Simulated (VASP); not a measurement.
# Al2O3 (Pnnm) in VASP: single point with LDA

Aim: the single point of Al2O3 with LDA.

Everything below comes from runs of VASP 6.6.1. Logs are shortened: lines on timing, memory, paths and dates and some standing lists are left out, and cuts for length are marked.

## (1) The cell of the first run

The structure is orthorhombic, space group Pnnm (No. 58). Conventional cell: a = 4.960 Å, b = 10.339 Å, c = 3.213 Å, α = 90.00°, β = 90.00°, γ = 90.00°. Within 2.4 Å of Al (site symmetry m) lie 4 O at 1.80 to 1.93 Å. O (site symmetry m) has 3 Al at 1.93 Å within 2.6 Å. Within 2.4 Å of O (site symmetry 2/m) lie 2 Al at 1.80 Å.

## (2) Single point, LDA (strain +0.080 along x and y, +0.080 along z)

The input, INCAR:

```
PREC = Accurate
ENCUT = 520
EDIFF = 1E-7
ISMEAR = 0
SIGMA = 0.05
LREAL = F
LASPH = T
NELM = 60
ALGO = Normal
ISIF = 2
LWAVE = F
LCHARG = F
NBANDS = 35
```

The input, KPOINTS:

```
regular mesh
0
Gamma
  6 4 8
```

The input, POSCAR:

```
Al2O3
1.0
    4.9599925692      0.0000000000      0.0000000000
    0.0000000000     10.3389708284      0.0000000000
    0.0000000000      0.0000000000      3.2125549357
Al O
4 6
Direct
    0.4138788494      0.3309999366      0.5000000000
    0.5861211506      0.6690000634      0.5000000000
    0.9138788494      0.1690000634      0.0000000000
    0.0861211506      0.8309999366      0.0000000000
    0.7315554251      0.2226862107      0.5000000000
    0.0000000000      0.0000000000      0.0000000000
    0.7684445749      0.7226862107      0.0000000000
    0.2315554251      0.2773137893      0.0000000000
    0.2684445749      0.7773137893      0.5000000000
    0.5000000000      0.5000000000      0.5000000000
```

Potentials or basis: VASP PAW LDA potentials, release 64 (Al, O).

Launch:

```console
$ cat potpaw_LDA.64/Al/POTCAR potpaw_LDA.64/O/POTCAR > POTCAR
$ mpirun -np 1 vasp_std > vasp.out
```

OUTCAR:

```text
PREC = Accurate
   ENCUT = 520
   EDIFF = 1E-7
   ISMEAR = 0
   LREAL = F
   LASPH = T
   NELM = 60
   ISIF = 2

 ion  position               nearest neighbor table
   1  0.414  0.331  0.500-  10 1.80   8 1.93   8 1.93   5 1.93
   2  0.586  0.669  0.500-  10 1.80   7 1.93   7 1.93   9 1.93
   3  0.914  0.169  0.000-   6 1.80   5 1.93   5 1.93   8 1.93
   4  0.086  0.831  0.000-   6 1.80   9 1.93   9 1.93   7 1.93
   5  0.732  0.223  0.500-   3 1.93   3 1.93   1 1.93
   6  0.000  0.000  0.000-   3 1.80   4 1.80
   7  0.768  0.723  0.000-   2 1.93   2 1.93   4 1.93
   8  0.232  0.277  0.000-   1 1.93   1 1.93   3 1.93
   9  0.268  0.777  0.500-   4 1.93   4 1.93   2 1.93
  10  0.500  0.500  0.500-   1 1.80   2 1.80

  LATTYP: Found a simple orthorhombic cell.
 ALAT       =     3.2125549357
 B/A-ratio  =     1.5439401562
 C/A-ratio  =     3.2183016432

  Lattice vectors:

 A1 = (   0.0000000000,   0.0000000000,   3.2125549357)
 A2 = (   4.9599925692,   0.0000000000,   0.0000000000)
 A3 = (   0.0000000000,  10.3389708284,   0.0000000000)

Analysis of symmetry for initial positions (statically):
=====================================================================
 Subroutine PRICEL returns:
 Original cell was already a primitive cell.

 Routine SETGRP: Setting up the symmetry group for a
 simple orthorhombic supercell.

 Subroutine GETGRP returns: Found  8 space group operations
 (whereof  4 operations were pure point group operations)
 out of a pool of  8 trial point group operations.

The static configuration has the point symmetry C_2h.
 The point group associated with its full space group is D_2h.

Analysis of symmetry for dynamics (positions and initial velocities):
=====================================================================
 Subroutine PRICEL returns:
 Original cell was already a primitive cell.

 Routine SETGRP: Setting up the symmetry group for a
 simple orthorhombic supercell.

 Subroutine GETGRP returns: Found  8 space group operations
 (whereof  4 operations were pure point group operations)
 out of a pool of  8 trial point group operations.

The dynamic configuration has the point symmetry C_2h.
 The point group associated with its full space group is D_2h.

 Subroutine INISYM returns: Found  8 space group operations
 (whereof  4 operations are pure point group operations),
 and found     1 'primitive' translations

----------------------------------------------------------------------------------------

                                     Primitive cell

  volume of cell :     164.7437

  direct lattice vectors                    reciprocal lattice vectors
     4.959992569  0.000000000  0.000000000     0.201613205  0.000000000  0.000000000
     0.000000000 10.338970828  0.000000000     0.000000000  0.096721426  0.000000000
     0.000000000  0.000000000  3.212554936     0.000000000  0.000000000  0.311278724

  length of vectors
     4.959992569 10.338970828  3.212554936     0.201613205  0.096721426  0.311278724

  position of ions in fractional coordinates (direct lattice)
     0.413878849  0.330999937  0.500000000
     0.586121151  0.669000063  0.500000000
     0.913878849  0.169000063  0.000000000
     0.086121151  0.830999937  0.000000000
     0.731555425  0.222686211  0.500000000
     0.000000000  0.000000000  0.000000000
     0.768444575  0.722686211  0.000000000
     0.231555425  0.277313789  0.000000000
     0.268444575  0.777313789  0.500000000
     0.500000000  0.500000000  0.500000000

  ion indices of the primitive-cell ions
   primitive index   ion index
                 1           1
                 2           2
                 3           3
                 4           4
                 5           5
                 6           6
                 7           7
                 8           8
                 9           9
                10          10

----------------------------------------------------------------------------------------

 KPOINTS: regular mesh

Automatic generation of k-mesh.
 Grid dimensions read from file:
 generate k-points for:    6    4    8

 Generating k-lattice:

  Cartesian coordinates                     Fractional coordinates (reciprocal lattice)
     0.033602201  0.000000000  0.000000000     0.166666667  0.000000000  0.000000000
     0.000000000  0.024180356  0.000000000     0.000000000  0.250000000  0.000000000
     0.000000000  0.000000000  0.038909840     0.000000000  0.000000000  0.125000000

  Length of vectors
     0.033602201  0.024180356  0.038909840

  Shift w.r.t. Gamma in fractional coordinates (k-lattice)
     0.000000000  0.000000000  0.000000000

 Subroutine IBZKPT returns following result:
 ===========================================

 Found     60 irreducible k-points:

 Following reciprocal coordinates:
            Coordinates               Weight
  0.000000  0.000000  0.000000      1.000000
  0.166667  0.000000  0.000000      2.000000
  0.333333  0.000000  0.000000      2.000000
  0.500000  0.000000  0.000000      1.000000
  0.000000  0.250000  0.000000      2.000000
  0.166667  0.250000  0.000000      4.000000
[... 16 lines left out ...]
  0.333333  0.500000  0.125000      4.000000
  0.500000  0.500000  0.125000      2.000000
 [... further k-points ...]
   k-points           NKPTS =     60   k-points in BZ     NKDIM =     60   number of bands    NBANDS=     35
   number of dos      NEDOS =    301   number of ions     NIONS =     10
   total plane-waves  NPLWV =  76800
   dimension x,y,z NGX =    40 NGY =   80 NGZ =   24
   dimension x,y,z NGXF=    80 NGYF=  160 NGZF=   48
   ions per type =               4   6
   NGX,Y,Z   is equivalent  to a cutoff of  13.41, 12.86, 12.42 a.u.
   NGXF,Y,Z  is equivalent  to a cutoff of  26.81, 25.73, 24.84 a.u.
 SYSTEM =  unknown system
   PREC   = accura    normal or accurate (medium, high low for compatibility)
   ISTART =      0    job   : 0-new  1-cont  2-samecut
   ICHARG =      2    charge: 1-file 2-atom 10-const
   ISPIN  =      1    spin polarized calculation?
   LNONCOLLINEAR =      F non collinear calculations
   LSORBIT =      F    spin-orbit coupling
   LASPH  =      T    aspherical Exc in radial PAW
   ENCUT  =  520.0 eV  38.22 Ry    6.18 a.u.   9.22 19.22  5.97*2*pi/ulx,y,z
   NELM   =     60;   NELMIN=  2; NELMDL= -5     # of ELM steps
   EDIFF  = 0.1E-06   stopping-criterion for ELM
   LREAL  =      F    real-space projection
   EDIFFG = 0.1E-05   stopping-criterion for IOM
   NSW    =      0    number of steps for IOM
   IBRION =     -1    ionic relax: 0-MD 1-quasi-New 2-CG
   NFREE  =      0    steps in history (QN), initial steepest desc. (CG)
   ISIF   =      2    stress and relaxation
   ISYM   =      2    0-nonsym 1-usesym 2-fastsym
   POTIM  = 0.5000    time-step for ionic-motion
   TEBEG  =    0.0;   TEEND  =   0.0 temperature during run
   PSTRESS=    0.0 pullay stress
   NELECT =      48.0000    total number of electrons
   NUPDOWN=      -1.0000    fix difference up-down
   EMIN   =  10.00;   EMAX   =-10.00  energy-range for DOS
   EFERMI =   0.00;   METHOD = LEGACY
   ISMEAR =     0;   SIGMA  =   0.05  broadening in eV -4-tet -1-fermi 0-gaus
   EFERMI_NEDOS =   21; number of points for ismear=-14 and -15
   IALGO  =     38    algorithm
   IMIX   =      4    mixing-type and parameters
     AMIX     =   0.40;   BMIX     =  1.00
     AMIX_MAG =   1.60;   BMIX_MAG =  1.00
  volume/ion in A,a.u.               =      16.47       111.17
  Fermi-wavevector in a.u.,A,eV,Ry     =   1.085306  2.050931 16.026160  1.177890
  Thomas-Fermi vector in A             =   2.221417
   LORBIT       =      0    0 simple, 1 ext, 2 COOP (PROOUT), +10 PAW based schemes
   GGA     = CA    functional components
   LHFCALC =     F    Hartree Fock is set to
   AEXX    =    0.0000 exact exchange contribution
   IVDW    =     0    specifies the selected vdW correction
   LEPSILON=     F    determine dielectric tensor
   LRPA    =     F    only Hartree local field effects (RPA)
 non-spin polarized calculation
 Gauss-broadening in eV      SIGMA  =   0.05
  energy-cutoff  :      520.00
  volume of cell :      164.74
 maximum number of plane-waves:      4488
 NGX is ok and might be reduce to    40
   NGX = 19   NGY = 39   NGZ = 11

 number of electron      47.9999986 magnetization

 Free energy of the ion-electron system (eV)
  ---------------------------------------------------
  ext. energy  EPLUGINS =         0.00000000
  ---------------------------------------------------
  free energy    TOTEN  =       -78.09896954 eV

  energy without entropy =      -78.09896954  energy(sigma->0) =      -78.09896954

 E-fermi :   0.8982     XC(G=0):  -8.6296

 val. band max:        0.5982726073   @ k =   0.0000   0.0000   0.0000
 cond. band min:       2.6607875062   @ k =   0.0000   0.0000   0.0000
 fundamental gap:      2.0625148990
 Fermi energy:         0.8981666390

 k-point     1 :       0.0000    0.0000    0.0000
  band No.  band energies     occupation
      1     -17.4568      2.00000
      2     -17.4087      2.00000
      3     -16.5697      2.00000
      4     -16.5600      2.00000
      5     -15.1905      2.00000
      6     -15.1053      2.00000
[... 27 lines left out ...]
     34       9.4749      0.00000
     35      10.7572      0.00000

 k-point     2 :       0.1667    0.0000    0.0000
  band No.  band energies     occupation
      1     -17.4042      2.00000
      2     -17.3574      2.00000
      3     -16.6381      2.00000
      4     -16.6234      2.00000
      5     -15.1813      2.00000
      6     -15.1087      2.00000
[... 27 lines left out ...]
     34       9.2452      0.00000
     35      10.4197      0.00000

 k-point     3 :       0.3333    0.0000    0.0000
  band No.  band energies     occupation
      1     -17.2565      2.00000
      2     -17.2137      2.00000
      3     -16.8164      2.00000
      4     -16.7911      2.00000
      5     -15.1599      2.00000
      6     -15.1191      2.00000
[... 27 lines left out ...]
     34       9.2189      0.00000
     35      10.1353      0.00000

 k-point     4 :       0.5000    0.0000    0.0000
  band No.  band energies     occupation
      1     -17.0439      2.00000
      2     -17.0439      2.00000
      3     -17.0084      2.00000
      4     -17.0084      2.00000
      5     -15.1369      2.00000
      6     -15.1369      2.00000
[... 27 lines left out ...]
     34       9.3215      0.00000
     35       9.9578      0.00000

 k-point     5 :       0.0000    0.2500    0.0000
  band No.  band energies     occupation
      1     -17.4500      2.00000
      2     -17.4160      2.00000
      3     -16.5681      2.00000
      4     -16.5612      2.00000
      5     -15.1780      2.00000
      6     -15.1177      2.00000
[... 638 lines left out ...]
 k-point    22 :       0.1667    0.5000    0.1250
  band No.  band energies     occupation
      1     -17.3147      2.00000
      2     -17.3147      2.00000
      3     -16.6124      2.00000
      4     -16.6124      2.00000
      5     -15.1223      2.00000
      6     -15.1223      2.00000
[... 27 lines left out ...]
     34       9.6464      0.00000
     35      10.3595      0.00000

 k-point    23 :       0.3333    0.5000    0.1250
  band No.  band energies     occupation
      1     -17.1774      2.00000
      2     -17.1774      2.00000
      3     -16.7725      2.00000
      4     -16.7725      2.00000
      5     -15.1172      2.00000
      6     -15.1172      2.00000
[... 27 lines left out ...]
     34       9.3958      0.00000
     35      10.1516      0.00000

 k-point    24 :       0.5000    0.5000    0.1250
  band No.  band energies     occupation
      1     -16.9958      2.00000
      2     -16.9958      2.00000
      3     -16.9654      2.00000
      4     -16.9654      2.00000
      5     -15.1148      2.00000
      6     -15.1148      2.00000
[... 27 lines left out ...]
     34       9.4969      0.00000
     35       9.7900      0.00000

 [... further k-points ...]
[... 5 lines left out ...]
  --------------------------------------------------------------------------------------
  -------------------------------------------------------------------------------------
  Total      -19.0785738    -28.7147419    -22.8998003     -0.0000000      0.0000000      0.0000000
  in kB     -185.5442879   -279.2586282   -222.7067496     -0.0000000      0.0000000      0.0000000
  external PRESSURE =    -229.1698886 kB  Pullay stress =       0.0000000 kB

 VOLUME and BASIS-vectors are now :
 -----------------------------------------------------------------------------
  energy-cutoff  :      520.00
  volume of cell :      164.74
      direct lattice vectors                 reciprocal lattice vectors
     4.959992569  0.000000000  0.000000000     0.201613205  0.000000000  0.000000000
     0.000000000 10.338970828  0.000000000     0.000000000  0.096721426  0.000000000
     0.000000000  0.000000000  3.212554936     0.000000000  0.000000000  0.311278724

 POSITION                                       TOTAL-FORCE (eV/Angst)
 -----------------------------------------------------------------------------------
      2.05284      3.42220      1.60628         0.405083      0.734644     -0.000000
      2.90716      6.91677      1.60628        -0.405083     -0.734644     -0.000000
      4.53283      1.74729      0.00000         0.405083     -0.734644     -0.000000
      0.42716      8.59168      0.00000        -0.405083      0.734644     -0.000000
      3.62851      2.30235      1.60628         0.316117     -0.002607      0.000000
      0.00000      0.00000      0.00000         0.000000     -0.000000     -0.000000
      3.81148      7.47183      0.00000        -0.316117     -0.002607      0.000000
      1.14851      2.86714      0.00000         0.316117      0.002607      0.000000
      1.33148      8.03662      1.60628        -0.316117      0.002607     -0.000000
      2.48000      5.16949      1.60628         0.000000     -0.000000     -0.000000
 -----------------------------------------------------------------------------------
    total drift:                                0.000000     -0.000000     -0.000000

  FREE ENERGIE OF THE ION-ELECTRON SYSTEM (eV)
  ---------------------------------------------------
  free  energy   TOTEN  =       -78.0989695442 eV

  energy  without entropy=      -78.0989695442  energy(sigma->0) =      -78.09896954
```

Wall time 11 min (1 thread of AMD EPYC 7R13, shared host); peak memory 0.34 GiB.

Results:

| Item | Value |
| --- | --- |
| Free energy | -78.0990 eV |
| Pressure | -22.9 GPa |
| Largest force | 0.839 eV/Å |
| Band gap on the k mesh | 2.06 eV |

Forces in eV/Å, atoms in the order of the input:
```
Al   0.405  0.735  0.000
Al  -0.405 -0.735  0.000
Al   0.405 -0.735  0.000
Al  -0.405  0.735  0.000
O    0.316 -0.003  0.000
O    0.000  0.000  0.000
O   -0.316 -0.003  0.000
O    0.316  0.003  0.000
O   -0.316  0.003  0.000
O    0.000  0.000  0.000
```

Caveat: the cell differs from its parent crystal (strain +0.080 along x and y, +0.080 along z); the stress differs along the axes, from -28 to -19 GPa. A k mesh can miss the band edges.
